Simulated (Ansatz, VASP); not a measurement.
## One calculation of ZrC, two programs

Contents of POSCAR:

```
ZrC
1.0
    0.0000000000      2.3533421948      2.3533421948
    2.3533421948      0.0000000000      2.3533421948
    2.3533421948      2.3533421948      0.0000000000
Zr C
1 1
Direct
    0.5000000000      0.5000000000      0.5000000000
    0.0000000000      0.0000000000      0.0000000000
```

Contents of INCAR.step1:

```
PREC = Accurate
ENCUT = 660
ISMEAR = 0
SIGMA = 0.05
LREAL = F
LASPH = T
NELM = 120
NBANDS = 15
GGA = PE
ALGO = Normal
EDIFF = 1E-5
LWAVE = T
LCHARG = F
GGA_COMPAT = F
```

The input INCAR.step2:

```
PREC = Accurate
ENCUT = 660
EDIFF = 1E-6
ISMEAR = 0
SIGMA = 0.05
LREAL = F
LASPH = T
NELM = 120
ALGO = Normal
ISIF = 2
LWAVE = F
LCHARG = F
METAGGA = R2SCAN
LMIXTAU = T
IVDW = 13
VDW_S6 = 1.0
VDW_S8 = 0.6018749
VDW_A1 = 0.51559235
VDW_A2 = 5.77342911
NBANDS = 15
ISTART = 1
GGA_COMPAT = F
```

The input KPOINTS:

```
regular mesh
0
Gamma
  8 8 8
```

Input for Ansatz:

```yaml
crystal:
  lattice:
    - [0.0, 2.3533421948, 2.3533421948]
    - [2.3533421948, 0.0, 2.3533421948]
    - [2.3533421948, 2.3533421948, 0.0]
  atoms:
    - { symbol: Zr, position: [0.5, 0.5, 0.5] }
    - { symbol: C, position: [0.0, 0.0, 0.0] }
basis:
  ecutwfc: 500
  ecutrho_ratio: 4
kpoints:
  mp_grid: { grid: [8, 8, 8] }
hamiltonian:
  xc: r2scan
  dispersion: d4
scf:
  occupations: { method: gaussian, width: 0.05 }
output:
  forces: true
  stress: true
  eigenvalues: true
```

Alike in both runs: task single point; functional r2SCAN; dispersion D4; k mesh 8 × 8 × 8; occupations gaussian, width 0.05 eV; no spin polarisation.

|  | VASP | Ansatz |
| --- | --- | --- |
| version | VASP 6.6.1 | Ansatz 0.2.0 |
| potentials or method | VASP PAW PBE potentials, release 64 (Zr_sv, C), cutoff 660 eV | scalar-relativistic, plane waves, PAW |
| valence electrons in the cell | 16 | 16 |

VASP gave:

| Item | Value |
| --- | --- |
| gap on the k mesh at the Fermi level (eV) | none |
| pressure (GPa) | -0.4 |

Task: Which values does Ansatz return?

Result: gap on the k mesh at the Fermi level (eV): none; pressure (GPa): -0.5.

VASP's potentials were made for PBE, not for r2SCAN. A gap of «none» marks a metal or a gap that the smearing closes.
